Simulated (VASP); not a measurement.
Pd, 2 atoms in the cell. The structure is tetragonal, space group I4_1/amd (No. 141). The conventional cell has a = 4.142 Å, b = 4.142 Å, c = 2.223 Å, α = 90.00°, β = 90.00°, γ = 90.00°. Within 2.8 Å of Pd (site symmetry -4m2) lie 10 Pd at 2.14 to 2.66 Å. 

```yaml
Program: VASP 6.6.1
Task: single point
Functional: PBE
Potentials_or_basis: VASP PAW PBE potentials, release 64 (Pd)
Cutoff: 520 eV
k_mesh: 19 × 19 × 19
Occupations: fermi-dirac, width 0.05 eV
Spin: no spin polarisation
Dipole_correction: no
Further_INCAR_settings: ALGO = Normal; EDIFF = 1e-06; NBANDS = 17
```

Potentials or basis: VASP PAW PBE potentials, release 64 (Pd).

The run is started by

```sh
$ cat potpaw_PBE.64/Pd/POTCAR > POTCAR
$ mpirun -np 1 vasp_std > vasp.out
```

Hardware: 1 thread of Intel Xeon 8259CL (shared host).

Task: Estimate the wall time of this run.

Result: It took 3 min on 1 thread of Intel Xeon 8259CL (shared host), peak memory 0.26 GiB. Counts: scf iterations 12, k points 550.
